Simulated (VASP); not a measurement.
# Sn (I4_1/amd) in VASP: further runs

Runs on Sn. Level: PBE. Tasks: electric field gradients, vibrations by perturbation theory.

Program: VASP 6.6.1. These are calculated values, not measurements. Logs are shortened: lines on timing, memory, paths and dates and some standing lists are left out, and cuts for length are marked.

### Step 1. The cell of the first run

Symmetry: I4_1/amd, No. 141, tetragonal system. The conventional cell has a = 5.955 Å, b = 5.955 Å, c = 3.212 Å, α = 90.00°, β = 90.00°, γ = 90.00°. Sn (site symmetry -4m2) has 10 Sn at 3.08 to 3.83 Å within 4.1 Å.

### Step 2. Electric field gradients, PBE

File INCAR:

```
SYSTEM = Sn
PREC = Accurate ; ENCUT = 520
EDIFF = 1E-8 ; ISMEAR = -1
SIGMA = 0.15 ; LREAL = .False.
LASPH = .True. ; NELM = 80
ALGO = Fast ; ISIF = 2
LWAVE = .False. ; LCHARG = .False.
GGA = PE ; LEFG = .True.
NBANDS = 21
```

File KPOINTS:

```
Automatic mesh
0
Gamma
  16 16 16
  0 0 0
```

File POSCAR:

```
Sn
1.0
   -2.9774207690      2.9774207690      1.6062381742
    2.9774207690     -2.9774207690      1.6062381742
    2.9774207690      2.9774207690     -1.6062381742
Sn
2
Direct
    0.0000000000      0.0000000000      0.0000000000
    0.7500000000      0.2500000000      0.5000000000
```

Potentials or basis: VASP PAW PBE potentials, release 64 (Sn_d).

Launch:

```sh
cat potpaw_PBE.64/Sn_d/POTCAR > POTCAR
mpirun -np 1 vasp_std > vasp.out
```

OUTCAR:

```text
SYSTEM = Sn
   PREC = Accurate
   ENCUT = 520
   EDIFF = 1E-8
   ISMEAR = -1
   LREAL = .False.
   LASPH = .True.
   NELM = 80
   ISIF = 2
   GGA = PE

 ion  position               nearest neighbor table
   1  0.000  0.000  0.000-   2 3.08   2 3.08   2 3.08   2 3.08
   2  0.750  0.250  0.500-   1 3.08   1 3.08   1 3.08   1 3.08

  LATTYP: Found a body centered tetragonal cell.
 ALAT       =     5.9548415380
 C/A-ratio  =     0.5394730200

  Lattice vectors:

 A1 = (  -2.9774207690,   2.9774207690,   1.6062381742)
 A2 = (   2.9774207690,  -2.9774207690,   1.6062381742)
 A3 = (   2.9774207690,   2.9774207690,  -1.6062381742)

Analysis of symmetry for initial positions (statically):
=====================================================================
 Subroutine PRICEL returns:
 Original cell was already a primitive cell.

 Routine SETGRP: Setting up the symmetry group for a
 body centered tetragonal supercell.

 Subroutine GETGRP returns: Found 16 space group operations
 (whereof  8 operations were pure point group operations)
 out of a pool of 16 trial point group operations.

The static configuration has the point symmetry D_2d.
 The point group associated with its full space group is D_4h.

Analysis of symmetry for dynamics (positions and initial velocities):
=====================================================================
 Subroutine PRICEL returns:
 Original cell was already a primitive cell.

 Routine SETGRP: Setting up the symmetry group for a
 body centered tetragonal supercell.

 Subroutine GETGRP returns: Found 16 space group operations
 (whereof  8 operations were pure point group operations)
 out of a pool of 16 trial point group operations.

The dynamic configuration has the point symmetry D_2d.
 The point group associated with its full space group is D_4h.

 Subroutine INISYM returns: Found 16 space group operations
 (whereof  8 operations are pure point group operations),
 and found     1 'primitive' translations

----------------------------------------------------------------------------------------

                                     Primitive cell

  volume of cell :      56.9574

  direct lattice vectors                    reciprocal lattice vectors
[... 123 lines left out ...]
 NGX is ok and might be reduce to    36
   NGX = 17   NGY = 17   NGZ = 17

 number of electron      27.9999993 magnetization

 Free energy of the ion-electron system (eV)
  ---------------------------------------------------
  ext. energy  EPLUGINS =         0.00000000
  ---------------------------------------------------
  free energy    TOTEN  =        -7.64976136 eV

  energy without entropy =       -7.57561572  energy(sigma->0) =       -7.61268854

 E-fermi :   7.3861     XC(G=0): -10.0799

 val. band max:        7.3849574103   @ k =  -0.3125   0.3125   0.1875
 cond. band min:       7.3944376640   @ k =  -0.4375   0.4375   0.0000
 fundamental gap:      0.0094802537
 Fermi energy:         7.3861303368

 k-point     1 :       0.0000    0.0000    0.0000
  band No.  band energies     occupation
      1     -14.1958      2.00000
      2     -14.1346      2.00000
      3     -14.0858      2.00000
      4     -14.0853      2.00000
      5     -13.9486      2.00000
      6     -13.9486      2.00000
[... 565 lines left out ...]
     20      17.1502      0.00000
     21      17.6459      0.00000

 [... further k-points ...]

------------------------ aborting loop because EDIFF is reached ----------------------------------------

  FORCE on cell =-STRESS in cart. coord.  units (eV):
  Direction    XX          YY          ZZ          XY          YZ          ZX
  --------------------------------------------------------------------------------------
  -------------------------------------------------------------------------------------
  Total       -0.0174408     -0.0174408     -0.0202143      0.0000000      0.0000000      0.0000000
  in kB       -0.4905994     -0.4905994     -0.5686172      0.0000000      0.0000000      0.0000000
  external PRESSURE =      -0.5166053 kB  Pullay stress =       0.0000000 kB

 VOLUME and BASIS-vectors are now :
 -----------------------------------------------------------------------------
  energy-cutoff  :      520.00
  volume of cell :       56.96
      direct lattice vectors                 reciprocal lattice vectors
    -2.977420769  2.977420769  1.606238174     0.000000000  0.167930581  0.311286338
     2.977420769 -2.977420769  1.606238174     0.167930581  0.000000000  0.311286338
     2.977420769  2.977420769 -1.606238174     0.167930581  0.167930581  0.000000000

 POSITION                                       TOTAL-FORCE (eV/Angst)
 -----------------------------------------------------------------------------------
      0.00000      0.00000      0.00000         0.000000     -0.000000     -0.000000
      0.00000      2.97742      0.80312        -0.000000      0.000000      0.000000
 -----------------------------------------------------------------------------------
    total drift:                               -0.000000      0.000000     -0.000000

  FREE ENERGIE OF THE ION-ELECTRON SYSTEM (eV)
  ---------------------------------------------------
  free  energy   TOTEN  =        -7.6497613636 eV

  energy  without entropy=       -7.5756157183  energy(sigma->0) =       -7.61268854

 Electric field gradients (V/A^2)
---------------------------------------------------------------------
 ion       V_xx      V_yy      V_zz      V_xy      V_xz      V_yz
---------------------------------------------------------------------
   1     -16.775   -16.775    33.550     0.002     0.002     0.002
   2     -16.775   -16.775    33.550     0.002     0.002     0.002
---------------------------------------------------------------------

 Electric field gradients after diagonalization (V/A^2)
 (convention: |V_zz| > |V_xx| > |V_yy|)
----------------------------------------------------------------------
 ion       V_xx      V_yy      V_zz     asymmetry (V_yy - V_xx)/ V_zz
----------------------------------------------------------------------
   1     -16.777   -16.773    33.550       0.000
   2     -16.777   -16.773    33.550       0.000
----------------------------------------------------------------------

           NMR quadrupolar parameters

 Cq : quadrupolar parameter    Cq=e*Q*V_zz/h
 eta: asymmetry parameters     (V_yy - V_xx)/ V_zz
 Q  : nuclear electric quadrupole moment in mb (millibarn)
----------------------------------------------------------------------
 ion       Cq(MHz)       eta       Q (mb)
----------------------------------------------------------------------
   1       0.081       0.000       1.000
   2       0.081       0.000       1.000
----------------------------------------------------------------------
```

OSZICAR:

```text
N       E                     dE             d eps       ncg     rms          rms(c)
DAV:   1     0.221975977381E+03    0.22198E+03   -0.14401E+04 14857   0.204E+03
DAV:   2     0.154047888843E+02   -0.20657E+03   -0.20249E+03 14783   0.452E+02
DAV:   3    -0.692902800350E+01   -0.22334E+02   -0.22162E+02 17060   0.134E+02
DAV:   4    -0.763677640424E+01   -0.70775E+00   -0.70734E+00 16570   0.265E+01
DAV:   5    -0.766571078427E+01   -0.28934E-01   -0.28934E-01 20902   0.505E+00    0.217E+00
RMM:   6    -0.765210196398E+01    0.13609E-01   -0.26985E-02 17788   0.197E+00    0.126E+00
RMM:   7    -0.764962070637E+01    0.24813E-02   -0.20675E-02 17559   0.164E+00    0.145E-01
RMM:   8    -0.764963856173E+01   -0.17855E-04   -0.28876E-03 19363   0.634E-01    0.534E-02
RMM:   9    -0.764975034689E+01   -0.11179E-03   -0.99654E-04 23349   0.257E-01    0.215E-02
RMM:  10    -0.764975885381E+01   -0.85069E-05   -0.86309E-05 21429   0.930E-02    0.571E-03
RMM:  11    -0.764976139002E+01   -0.25362E-05   -0.33750E-05 23140   0.471E-02    0.483E-03
RMM:  12    -0.764976129548E+01    0.94543E-07   -0.41502E-06 22101   0.179E-02    0.414E-04
RMM:  13    -0.764976136569E+01   -0.70210E-07   -0.77040E-07 24188   0.636E-03    0.373E-04
RMM:  14    -0.764976136359E+01    0.20982E-08   -0.61902E-08 14636   0.196E-03
   1 F= -.76497614E+01 E0= -.76126885E+01  d E =-.741456E-01
```

stdout:

```text
POSCAR found type information on POSCAR Sn
 POSCAR found :  1 types and       2 ions
 scaLAPACK will be used
[... 30 lines left out ...]
 num prob  num prob  num prob  num prob  num prob  num prob  num prob  num prob  num prob  num prob  num prob  num prob  num prob  num prob  num prob  num prob  num prob  num prob  num prob  num prob  num prob  num prob  num prob  num prob  num prob  num prob  num prob  num prob  num prob  num prob  num prob  num prob  num prob  num prob  num prob  num prob  num prob  num prob  num prob  num prob  num prob  num prob  num prob  num prob  num prob  num prob  num prob  num prob  num prob  num prob  num prob  num prob  num prob  num prob RMM:  14    -0.764976136359E+01    0.20982E-08   -0.61902E-08 14636   0.196E-03
ion   1

ion   2
```

Run time: 9.4 min. Hardware: 1 thread of Intel Xeon 8259CL, shared host; peak memory 0.45 GiB.

What came out:

* Free energy: -7.6498 eV
* Pressure: -0.1 GPa
* Band gap on the k mesh: zero (bands 14 and 15 overlap by 3.98 eV)
* Largest electric field gradient by atom: Sn +33.5 V/Å²

Levels at points of the mesh, in eV from the Fermi level:
| k point | band 12 | band 13 | band 14 | band 15 | band 16 | band 17 |
| --- | --- | --- | --- | --- | --- | --- |
| (0.00, 0.00, 0.00) | -3.86 | -1.88 | -1.88 | 3.02 | 5.91 | 5.91 |
| (0.50, 0.00, 0.00) | -5.21 | -2.34 | -1.62 | -1.01 | 2.31 | 2.73 |
| (0.50, 0.50, 0.00) | -8.65 | 0.56 | 0.56 | 1.42 | 1.42 | 5.97 |
| (0.50, 0.50, 0.50) | -7.46 | -4.54 | -4.54 | 5.06 | 5.06 | 8.81 |

Electric field gradients, principal values (V/Å²):
```
atom    least   middle  greatest (by size)
1 Sn  -16.773  -16.777              33.550
2 Sn  -16.773  -16.777              33.550
```

Caveat: without QUAD_EFG the Cq values of the log hold for a quadrupole moment of 1 mb, not for the nuclei; spin-orbit coupling is left out, which moves the levels of the heavy elements.

### Step 3. Vibrations by perturbation theory, PBE

This run uses another cell than the first one, of 24.29 Å³/atom.

File INCAR:

```
PREC = Accurate
ENCUT = 520
EDIFF = 1E-8
ISMEAR = -1
SIGMA = 0.1
LREAL = False
LASPH = True
NELM = 60
ALGO = Normal
ISIF = 2
LWAVE = False
LCHARG = True
GGA = PE
IBRION = 8
NSW = 1
```

File KPOINTS:

```
Automatic mesh
0
Gamma
  16 16 16
```

File POSCAR:

```
Sn
1.0
   -2.8253837821      2.8253837821      1.5215632004
    2.8253837821     -2.8253837821      1.5215632004
    2.8253837821      2.8253837821     -1.5215632004
Sn
2
Direct
    0.0000000000      0.0000000000      0.0000000000
    0.7500000000      0.2500000000      0.5000000000
```

Potentials or basis: VASP PAW PBE potentials, release 64 (Sn_d).

Launch:

```sh
cat potpaw_PBE.64/Sn_d/POTCAR > POTCAR
mpirun -np 1 vasp_std > vasp.out
```

OUTCAR:

```text
PREC = Accurate
   ENCUT = 520
   EDIFF = 1E-8
   ISMEAR = -1
   LREAL = False
   LASPH = True
   NELM = 60
   ISIF = 2
   GGA = PE
   IBRION = 8
   NSW = 1

 ion  position               nearest neighbor table
   1  0.000  0.000  0.000-   2 2.93   2 2.93   2 2.93   2 2.93   2 3.63   2 3.63   2 3.63   2 3.63

   2  0.750  0.250  0.500-   1 2.93   1 2.93   1 2.93   1 2.93   1 3.63   1 3.63   1 3.63   1 3.63

  LATTYP: Found a body centered tetragonal cell.
 ALAT       =     5.6507675642
 C/A-ratio  =     0.5385332818

  Lattice vectors:

 A1 = (  -2.8253837821,   2.8253837821,   1.5215632004)
 A2 = (   2.8253837821,  -2.8253837821,   1.5215632004)
 A3 = (   2.8253837821,   2.8253837821,  -1.5215632004)

Analysis of symmetry for initial positions (statically):
=====================================================================
 Subroutine PRICEL returns:
 Original cell was already a primitive cell.

[... 739 lines left out ...]
     0.00000  3.65414  0.00000
     0.00000  0.00000 -0.00017

 INTERNAL STRAIN TENSOR FOR ION    2 for displacements in x,y,z  (eV/Angst):
          X           Y           Z          XY          YZ          ZX
  --------------------------------------------------------------------------------
  x     0.00000     0.00000     0.00000     0.00000     0.00000     2.92404
  y     0.00000     0.00000     0.00000     0.00000    -2.71127     0.00000
  z     3.65636    -3.65636     0.00000     0.00000     0.00000     0.00000

 SECOND DERIVATIVES (NOT SYMMETRIZED)
 ------------------------------------
               1X          1Y          1Z          2X          2Y          2Z
  1X    -6.089031    0.000000    0.000000    6.089031    0.000000    0.000000
  1Y     0.000000   -6.089031    0.000000    0.000000    6.089031    0.000000
  1Z     0.000000    0.000000   -0.528780    0.000000    0.000000    0.528780
  2X     6.089031    0.000000    0.000000   -6.089031    0.000000    0.000000
  2Y     0.000000    6.089031    0.000000    0.000000   -6.089031    0.000000
  2Z     0.000000    0.000000    0.528780    0.000000    0.000000   -0.528780

 Eigenvectors and eigenvalues of the dynamical matrix
 ----------------------------------------------------

   1 f  =    5.007214 THz    31.461255 2PiTHz  167.022687 cm-1    20.708165 meV
             X         Y         Z           dx          dy          dz
      0.000000  0.000000  0.000000     0.629500    0.322071    0.000000
     -0.000000  2.825384  0.760782    -0.629500   -0.322071    0.000000
[... 16 lines left out ...]
   5 f  =    0.000000 THz     0.000000 2PiTHz    0.000001 cm-1     0.000000 meV
             X         Y         Z           dx          dy          dz
      0.000000  0.000000  0.000000     0.707107    0.000000   -0.000000
     -0.000000  2.825384  0.760782     0.707107    0.000000   -0.000000

   6 f/i=    0.000000 THz     0.000000 2PiTHz    0.000001 cm-1     0.000000 meV
             X         Y         Z           dx          dy          dz
      0.000000  0.000000  0.000000     0.000000   -0.461572   -0.535678
     -0.000000  2.825384  0.760782     0.000000   -0.461572   -0.535678

--------------------------------------------------------------------------------------------------------

 ELASTIC MODULI CONTR FROM IONIC RELAXATION (kBar)
 Direction    XX          YY          ZZ          XY          YZ          ZX
 --------------------------------------------------------------------------------
 XX        -833.7355    833.7355      0.0000      0.0000      0.0000      0.0000
 YY         833.7355   -833.7355      0.0000      0.0000      0.0000      0.0000
 ZZ           0.0000      0.0000      0.0000      0.0000      0.0000      0.0000
 XY           0.0000      0.0000      0.0000      0.0000      0.0000      0.0000
 YZ           0.0000      0.0000      0.0000      0.0000    -39.8109      0.0000
 ZX           0.0000      0.0000      0.0000      0.0000      0.0000    -46.3047
 --------------------------------------------------------------------------------
```

Wall time 46 min (1 thread of Oxide Virtual Turin-like, shared host); peak memory 1.6 GiB.

Results:

| Quantity | Value |
| --- | --- |
| Highest phonon frequency at Γ | 167 cm⁻¹ |

Phonon frequencies in cm⁻¹ (negative: imaginary):
| q point | frequencies |
| --- | --- |
| (0.000, 0.000, 0.000) | 0 0 0 49 167 167 |

Caveat: the cell stands under pressure or tension, which shifts response properties; spin-orbit coupling is left out, which moves the levels of the heavy elements.
